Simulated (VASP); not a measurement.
# C: single point with PBE

The system is C.

```
C
1.0
     2.18187   -2.52617    0.00000
     2.18187    2.52617    0.00000
     0.00000    0.00000    4.37047
C
8
Direct
  0.31555 0.04586 0.41031
  0.45414 0.18445 0.08969
  0.04586 0.31555 0.58969
  0.18445 0.45414 0.91031
  0.95414 0.68445 0.41031
  0.68445 0.95414 0.58969
  0.81555 0.54586 0.08969
  0.54586 0.81555 0.91031
```

```yaml
Program: VASP 6.6.1
Task: single point
Functional: PBE
Potentials_or_basis: VASP PAW PBE potentials, release 64 (C)
Cutoff: 520 eV
k_mesh: 8 × 8 × 6
Occupations: gaussian, width 0.02 eV
Spin: no spin polarisation
Dipole_correction: no
Further_INCAR_settings: ALGO = Normal; EDIFF = 1e-06; NBANDS = 26
```

The pressure is 0.6 GPa. The largest force is 0.005 eV/Å and the band gap on the k mesh is 2.74 eV, indirect (least direct gap 4.63 eV).

Forces in eV/Å, atoms in the order of the input:
```
C    0.004  0.001 -0.003
C   -0.004  0.001  0.003
C    0.004 -0.001  0.003
C   -0.004 -0.001 -0.003
C   -0.004  0.001 -0.003
C   -0.004 -0.001  0.003
C    0.004  0.001  0.003
C    0.004 -0.001 -0.003
```

Levels at points of the mesh, in eV from the valence-band top:
| k point | band 14 | band 15 | band 16 | band 17 | band 18 | band 19 |
| --- | --- | --- | --- | --- | --- | --- |
| (0.00, 0.00, 0.00) | -4.02 | -2.60 | -1.87 | 2.76 | 3.73 | 4.98 |
| (0.50, 0.00, 0.00) | -4.03 | -3.15 | -3.15 | 4.84 | 4.84 | 7.46 |
| (0.50, 0.50, 0.00) | -0.38 | -0.18 | 0.00 | 7.09 | 7.16 | 7.99 |
| (0.00, 0.00, 0.50) | -3.25 | -2.94 | -2.94 | 4.66 | 4.66 | 6.08 |
| (0.50, 0.00, 0.50) | -4.76 | -3.69 | -3.69 | 5.28 | 5.28 | 7.12 |
| (0.50, 0.50, 0.50) | -2.07 | -1.89 | -1.89 | 4.75 | 4.75 | 7.73 |

It took 56 s on 1 thread of Intel(R) Xeon(R) Platinum 8488C (Sapphire Rapids), with other jobs on the host, peak memory 0.21 GiB.

A k mesh can miss the band edges.
